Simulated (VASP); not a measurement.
# SiC (P6_3mc) in VASP: notebook, part 2 of 3

VASP 6.6.1. Earlier steps stand in the parts before.

### 3 Electric field gradients, PBE (volume scaled by 0.99)

The input, INCAR:

```
SYSTEM = SiC
ALGO = Normal
EDIFF = 1E-8
ENCUT = 520
GGA = PE
ISIF = 2
ISMEAR = -1
LASPH = .TRUE.
LCHARG = .FALSE.
LEFG = .TRUE.
LREAL = .FALSE.
LWAVE = .FALSE.
NBANDS = 16
NELM = 60
PREC = Accurate
SIGMA = 0.08
```

The input, KPOINTS:

```
k-points
0
G
  15 15 8
  0 0 0
```

The input, POSCAR:

```
SiC
1.0
    3.0657105101      0.0000000000      0.0000000000
   -1.5328552551      2.6549831825      0.0000000000
    0.0000000000      0.0000000000      5.0311169308
Si C
2 2
Direct
    0.3333333333      0.6666666667      0.0000000000
    0.6666666667      0.3333333333      0.5000000000
    0.3333333333      0.6666666667      0.3850000000
    0.6666666667      0.3333333333      0.8850000000
```

Potentials or basis: VASP PAW PBE potentials, release 64 (Si, C).

Command:

```bash
cat potpaw_PBE.64/Si/POTCAR potpaw_PBE.64/C/POTCAR > POTCAR
mpirun -np 1 vasp_std > vasp.out
```

OUTCAR:

```text
SYSTEM = SiC
   EDIFF = 1E-8
   ENCUT = 520
   GGA = PE
   ISIF = 2
   ISMEAR = -1
   LASPH = .TRUE.
   LREAL = .FALSE.
   NELM = 60
   PREC = Accurate

 ion  position               nearest neighbor table
   1  0.333  0.667  0.000-   4 1.86   4 1.86   4 1.86   3 1.94   2 3.08   2 3.08   2 3.08   2 3.08
                             2 3.08   2 3.08
   2  0.667  0.333  0.500-   3 1.86   3 1.86   3 1.86   4 1.94   1 3.08   1 3.08   1 3.08   1 3.08
                             1 3.08   1 3.08
   3  0.333  0.667  0.385-   2 1.86   2 1.86   2 1.86   1 1.94
   4  0.667  0.333  0.885-   1 1.86   1 1.86   1 1.86   2 1.94

  LATTYP: Found a hexagonal cell.
 ALAT       =     3.0657105101
 C/A-ratio  =     1.6410932846

  Lattice vectors:

 A1 = (   3.0657105101,   0.0000000000,   0.0000000000)
 A2 = (  -1.5328552551,   2.6549831825,   0.0000000000)
 A3 = (   0.0000000000,   0.0000000000,   5.0311169308)

Analysis of symmetry for initial positions (statically):
=====================================================================
 Subroutine PRICEL returns:
 Original cell was already a primitive cell.

 Routine SETGRP: Setting up the symmetry group for a
 hexagonal supercell.

 Subroutine GETGRP returns: Found 12 space group operations
 (whereof  6 operations were pure point group operations)
 out of a pool of 24 trial point group operations.

The static configuration has the point symmetry C_3v.
 The point group associated with its full space group is C_6v.

Analysis of symmetry for dynamics (positions and initial velocities):
=====================================================================
 Subroutine PRICEL returns:
 Original cell was already a primitive cell.

 Routine SETGRP: Setting up the symmetry group for a
 hexagonal supercell.

[... 618 lines left out ...]
     16      20.4726      0.00000

 [... further k-points ...]
[... 5 lines left out ...]
  --------------------------------------------------------------------------------------
  -------------------------------------------------------------------------------------
  Total        1.9729735      1.9729735      0.6280201     -0.0000000      0.0000000      0.0000000
  in kB       77.1923926     77.1923926     24.5712253     -0.0000000      0.0000000      0.0000000
  external PRESSURE =      59.6520035 kB  Pullay stress =       0.0000000 kB

 VOLUME and BASIS-vectors are now :
 -----------------------------------------------------------------------------
  energy-cutoff  :      520.00
  volume of cell :       40.95
      direct lattice vectors                 reciprocal lattice vectors
     3.065710510  0.000000000  0.000000000     0.326188659  0.188325110  0.000000000
    -1.532855255  2.654983183  0.000000000     0.000000000  0.376650220  0.000000000
     0.000000000  0.000000000  5.031116931     0.000000000  0.000000000  0.198763021

 POSITION                                       TOTAL-FORCE (eV/Angst)
 -----------------------------------------------------------------------------------
     -0.00000      1.76999      0.00000         0.000000      0.000000      0.768600
      1.53286      0.88499      2.51556         0.000000      0.000000      0.768600
     -0.00000      1.76999      1.93698         0.000000     -0.000000     -0.768600
      1.53286      0.88499      4.45254        -0.000000      0.000000     -0.768600
 -----------------------------------------------------------------------------------
    total drift:                                0.000000      0.000000     -0.000117

  FREE ENERGIE OF THE ION-ELECTRON SYSTEM (eV)
  ---------------------------------------------------
  free  energy   TOTEN  =       -30.0547972862 eV

  energy  without entropy=      -30.0547972791  energy(sigma->0) =      -30.05479728

 Electric field gradients (V/A^2)
---------------------------------------------------------------------
 ion       V_xx      V_yy      V_zz      V_xy      V_xz      V_yz
---------------------------------------------------------------------
   1      -8.781    -8.781    17.563    -0.000     0.000    -0.000
   2      -8.781    -8.781    17.563    -0.000    -0.000     0.000
   3      -1.495    -1.495     2.990    -0.000    -0.000     0.000
   4      -1.495    -1.495     2.990    -0.000     0.000    -0.000
---------------------------------------------------------------------

 Electric field gradients after diagonalization (V/A^2)
 (convention: |V_zz| > |V_xx| > |V_yy|)
----------------------------------------------------------------------
 ion       V_xx      V_yy      V_zz     asymmetry (V_yy - V_xx)/ V_zz
----------------------------------------------------------------------
   1      -8.781    -8.781    17.563       0.000
   2      -8.781    -8.781    17.563       0.000
   3      -1.495    -1.495     2.990       0.000
   4      -1.495    -1.495     2.990       0.000
----------------------------------------------------------------------

           NMR quadrupolar parameters

 Cq : quadrupolar parameter    Cq=e*Q*V_zz/h
 eta: asymmetry parameters     (V_yy - V_xx)/ V_zz
 Q  : nuclear electric quadrupole moment in mb (millibarn)
----------------------------------------------------------------------
 ion       Cq(MHz)       eta       Q (mb)
----------------------------------------------------------------------
   1       0.042       0.000       1.000
   2       0.042       0.000       1.000
   3       0.007       0.000       1.000
   4       0.007       0.000       1.000
----------------------------------------------------------------------
```

OSZICAR:

```text
N       E                     dE             d eps       ncg     rms          rms(c)
DAV:   1     0.257642450168E+02    0.25764E+02   -0.71616E+03  4320   0.896E+02
DAV:   2    -0.313191596749E+02   -0.57083E+02   -0.51999E+02  6104   0.158E+02
DAV:   3    -0.338377037560E+02   -0.25185E+01   -0.25091E+01  5632   0.307E+01
DAV:   4    -0.338559522786E+02   -0.18249E-01   -0.18245E-01  5344   0.321E+00
DAV:   5    -0.338561303376E+02   -0.17806E-03   -0.17805E-03  5528   0.299E-01    0.127E+01
DAV:   6    -0.301505298403E+02    0.37056E+01   -0.65944E+00  5472   0.158E+01    0.573E+00
DAV:   7    -0.300728237693E+02    0.77706E-01   -0.11430E+00  6168   0.626E+00    0.251E+00
DAV:   8    -0.300560170258E+02    0.16807E-01   -0.48324E-02  4920   0.140E+00    0.635E-01
DAV:   9    -0.300544534686E+02    0.15636E-02   -0.76634E-03  5584   0.595E-01    0.122E-01
DAV:  10    -0.300547681263E+02   -0.31466E-03   -0.10077E-03  5232   0.185E-01    0.576E-02
DAV:  11    -0.300547958752E+02   -0.27749E-04   -0.90035E-05  5080   0.680E-02    0.136E-02
DAV:  12    -0.300547967320E+02   -0.85678E-06   -0.63408E-06  5672   0.161E-02    0.400E-03
DAV:  13    -0.300547972895E+02   -0.55743E-06   -0.57297E-07  5392   0.487E-03    0.271E-03
DAV:  14    -0.300547972862E+02    0.32824E-08   -0.23650E-08  5760   0.105E-03
   1 F= -.30054797E+02 E0= -.30054797E+02  d E =-.711328E-08
```

stdout:

```text
POSCAR found type information on POSCAR SiC
 POSCAR found :  2 types and       4 ions
 scaLAPACK will be used
 LDA part: xc-table for (Slater+PW92), standard interpolation
 POSCAR, INCAR and KPOINTS ok, starting setup
 FFT: planning ... GRIDC
 FFT: planning ... GRID_SOFT
 FFT: planning ... GRID
 WAVECAR not read
 entering main loop
ion   1

ion   2

ion   3

ion   4
```

Run time: 26 s. Hardware: 1 thread of Intel Xeon 6975P-C (Granite Rapids), shared host; peak memory 0.2 GiB.

What came out:

```yaml
Free_energy: -30.0548 eV
Pressure: 6.0 GPa
Largest_force: 0.769 eV/Å
Band_gap_on_the_k_mesh: 2.30 eV, indirect (least direct gap 4.11 eV)
```

Forces in eV/Å, atoms in the order of the input:
```
Si   0.000  0.000  0.769
Si   0.000  0.000  0.769
C    0.000  0.000 -0.769
C    0.000  0.000 -0.769
```

Stress tensor (GPa, compression positive):
```
7.72 0.00 0.00
0.00 7.72 0.00
0.00 0.00 2.46
```

Levels at points of the mesh, in eV from the valence-band top:
```
           k point  band 5  band 6  band 7  band 8  band 9  band 10  band 11  band 12
(0.00, 0.00, 0.00)   -1.56   -0.27   -0.27    0.00    4.71     6.13     6.56     6.56
(0.00, 0.00, 0.50)   -0.97   -0.97   -0.97   -0.97    5.80     5.80     7.23     7.23
```

Electric field gradients, principal values (V/Å²):
| atom | least | middle | greatest (by size) |
| --- | --- | --- | --- |
| 1 Si | -8.781 | -8.781 | 17.563 |
| 2 Si | -8.781 | -8.781 | 17.563 |
| 3 C | -1.495 | -1.495 | 2.990 |
| 4 C | -1.495 | -1.495 | 2.990 |

Caveat: without QUAD_EFG the Cq values of the log hold for a quadrupole moment of 1 mb, not for the nuclei.

### 4 Electric field gradients, PBE (volume scaled by 1.02)

The input, INCAR:

```
SYSTEM = SiC
  ALGO = Normal
  EDIFF = 1E-8
  ENCUT = 520
  GGA = PE
  ISIF = 2
  ISMEAR = -1
  LASPH = .TRUE.
  LCHARG = .FALSE.
  LEFG = .TRUE.
  LREAL = .FALSE.
  LWAVE = .FALSE.
  NBANDS = 16
  NELM = 100
  PREC = Accurate
  SIGMA = 0.08
```

KPOINTS is that of step 3.

The input, POSCAR:

```
SiC
1.0
    3.0963696491      0.0000000000      0.0000000000
   -1.5481848246      2.6815347757      0.0000000000
    0.0000000000      0.0000000000      5.0814314379
Si C
2 2
Direct
    0.3333333333      0.6666666667      0.0000000000
    0.6666666667      0.3333333333      0.5000000000
    0.3333333333      0.6666666667      0.3850000000
    0.6666666667      0.3333333333      0.8850000000
```

Potentials or basis: VASP PAW PBE potentials, release 64 (Si, C).

Command:

```bash
cat potpaw_PBE.64/Si/POTCAR potpaw_PBE.64/C/POTCAR > POTCAR
mpirun -np 1 vasp_std > vasp.out
```

OUTCAR:

```text
SYSTEM = SiC
   EDIFF = 1E-8
   ENCUT = 520
   GGA = PE
   ISIF = 2
   ISMEAR = -1
   LASPH = .TRUE.
   LREAL = .FALSE.
   NELM = 100
   PREC = Accurate

 ion  position               nearest neighbor table
   1  0.333  0.667  0.000-   4 1.88   4 1.88   4 1.88   3 1.96   2 3.11   2 3.11   2 3.11   2 3.11
                             2 3.11   2 3.11
   2  0.667  0.333  0.500-   3 1.88   3 1.88   3 1.88   4 1.96   1 3.11   1 3.11   1 3.11   1 3.11
                             1 3.11   1 3.11
   3  0.333  0.667  0.385-   2 1.88   2 1.88   2 1.88   1 1.96
   4  0.667  0.333  0.885-   1 1.88   1 1.88   1 1.88   2 1.96

  LATTYP: Found a hexagonal cell.
 ALAT       =     3.0963696491
 C/A-ratio  =     1.6410932846

  Lattice vectors:

 A1 = (   3.0963696491,   0.0000000000,   0.0000000000)
 A2 = (  -1.5481848246,   2.6815347757,   0.0000000000)
 A3 = (   0.0000000000,   0.0000000000,   5.0814314379)

Analysis of symmetry for initial positions (statically):
=====================================================================
 Subroutine PRICEL returns:
 Original cell was already a primitive cell.

 Routine SETGRP: Setting up the symmetry group for a
 hexagonal supercell.

 Subroutine GETGRP returns: Found 12 space group operations
 (whereof  6 operations were pure point group operations)
 out of a pool of 24 trial point group operations.

The static configuration has the point symmetry C_3v.
 The point group associated with its full space group is C_6v.

Analysis of symmetry for dynamics (positions and initial velocities):
=====================================================================
 Subroutine PRICEL returns:
 Original cell was already a primitive cell.

 Routine SETGRP: Setting up the symmetry group for a
 hexagonal supercell.

[... 618 lines left out ...]
     16      19.8531      0.00000

 [... further k-points ...]
[... 5 lines left out ...]
  --------------------------------------------------------------------------------------
  -------------------------------------------------------------------------------------
  Total        0.1753585      0.1753585     -0.8910852     -0.0000000      0.0000000      0.0000000
  in kB        6.6590939      6.6590939    -33.8382209     -0.0000000      0.0000000      0.0000000
  external PRESSURE =      -6.8400110 kB  Pullay stress =       0.0000000 kB

 VOLUME and BASIS-vectors are now :
 -----------------------------------------------------------------------------
  energy-cutoff  :      520.00
  volume of cell :       42.19
      direct lattice vectors                 reciprocal lattice vectors
     3.096369649  0.000000000  0.000000000     0.322958856  0.186460383  0.000000000
    -1.548184825  2.681534776  0.000000000     0.000000000  0.372920765  0.000000000
     0.000000000  0.000000000  5.081431438     0.000000000  0.000000000  0.196794941

 POSITION                                       TOTAL-FORCE (eV/Angst)
 -----------------------------------------------------------------------------------
     -0.00000      1.78769      0.00000        -0.000000     -0.000000      0.722447
      1.54818      0.89384      2.54072         0.000000      0.000000      0.722447
     -0.00000      1.78769      1.95635         0.000000      0.000000     -0.722447
      1.54818      0.89384      4.49707        -0.000000      0.000000     -0.722447
 -----------------------------------------------------------------------------------
    total drift:                               -0.000000      0.000000      0.000390

  FREE ENERGIE OF THE ION-ELECTRON SYSTEM (eV)
  ---------------------------------------------------
  free  energy   TOTEN  =       -30.0749846141 eV

  energy  without entropy=      -30.0749846083  energy(sigma->0) =      -30.07498461

 Electric field gradients (V/A^2)
---------------------------------------------------------------------
 ion       V_xx      V_yy      V_zz      V_xy      V_xz      V_yz
---------------------------------------------------------------------
   1      -8.506    -8.506    17.011    -0.000     0.000    -0.000
   2      -8.506    -8.506    17.011    -0.000    -0.000     0.000
   3      -1.403    -1.404     2.807    -0.000     0.000    -0.000
   4      -1.403    -1.404     2.807    -0.000    -0.000     0.000
---------------------------------------------------------------------

 Electric field gradients after diagonalization (V/A^2)
 (convention: |V_zz| > |V_xx| > |V_yy|)
----------------------------------------------------------------------
 ion       V_xx      V_yy      V_zz     asymmetry (V_yy - V_xx)/ V_zz
----------------------------------------------------------------------
   1      -8.506    -8.506    17.011       0.000
   2      -8.506    -8.506    17.011       0.000
   3      -1.404    -1.403     2.807       0.000
   4      -1.404    -1.403     2.807       0.000
----------------------------------------------------------------------

           NMR quadrupolar parameters

 Cq : quadrupolar parameter    Cq=e*Q*V_zz/h
 eta: asymmetry parameters     (V_yy - V_xx)/ V_zz
 Q  : nuclear electric quadrupole moment in mb (millibarn)
----------------------------------------------------------------------
 ion       Cq(MHz)       eta       Q (mb)
----------------------------------------------------------------------
   1       0.041       0.000       1.000
   2       0.041       0.000       1.000
   3       0.007       0.000       1.000
   4       0.007       0.000       1.000
----------------------------------------------------------------------
```

OSZICAR:

```text
N       E                     dE             d eps       ncg     rms          rms(c)
DAV:   1     0.259504898840E+02    0.25950E+02   -0.71632E+03  4320   0.896E+02
DAV:   2    -0.310918468261E+02   -0.57042E+02   -0.52005E+02  6216   0.157E+02
DAV:   3    -0.336891107809E+02   -0.25973E+01   -0.25866E+01  5632   0.308E+01
DAV:   4    -0.337084733200E+02   -0.19363E-01   -0.19359E-01  5304   0.330E+00
DAV:   5    -0.337086652041E+02   -0.19188E-03   -0.19188E-03  5576   0.310E-01    0.122E+01
DAV:   6    -0.301510202816E+02    0.35576E+01   -0.64468E+00  5472   0.155E+01    0.548E+00
DAV:   7    -0.300923529058E+02    0.58667E-01   -0.10786E+00  6168   0.603E+00    0.245E+00
DAV:   8    -0.300761420384E+02    0.16211E-01   -0.45820E-02  4864   0.138E+00    0.616E-01
DAV:   9    -0.300746214412E+02    0.15206E-02   -0.75913E-03  5576   0.587E-01    0.125E-01
DAV:  10    -0.300749531287E+02   -0.33169E-03   -0.10561E-03  5272   0.188E-01    0.583E-02
DAV:  11    -0.300749830530E+02   -0.29924E-04   -0.99793E-05  5088   0.707E-02    0.137E-02
DAV:  12    -0.300749839892E+02   -0.93612E-06   -0.69120E-06  5688   0.168E-02    0.412E-03
DAV:  13    -0.300749846079E+02   -0.61870E-06   -0.60264E-07  5384   0.502E-03    0.263E-03
DAV:  14    -0.300749846141E+02   -0.62093E-08   -0.28927E-08  5728   0.111E-03
   1 F= -.30074985E+02 E0= -.30074985E+02  d E =-.579261E-08
```

Wall time 26 s (1 thread of Intel Xeon 6975P-C (Granite Rapids), shared host); peak memory 0.2 GiB.

Results:

```yaml
Free_energy: -30.0750 eV
Pressure: -0.7 GPa
Largest_force: 0.722 eV/Å
Band_gap_on_the_k_mesh: 2.36 eV, indirect (least direct gap 4.05 eV)
```

Forces on the atoms (eV/Å):
```
Si   0.000  0.000  0.722
Si   0.000  0.000  0.722
C    0.000  0.000 -0.722
C    0.000  0.000 -0.722
```

Electric field gradients, principal values (V/Å²):
| atom | least | middle | greatest (by size) |
| --- | --- | --- | --- |
| 1 Si | -8.506 | -8.506 | 17.011 |
| 2 Si | -8.506 | -8.506 | 17.011 |
| 3 C | -1.403 | -1.404 | 2.807 |
| 4 C | -1.403 | -1.404 | 2.807 |

Caveat: without QUAD_EFG the Cq values of the log hold for a quadrupole moment of 1 mb, not for the nuclei. A k mesh can miss the band edges.

(Part 2 of 3 ends here.)
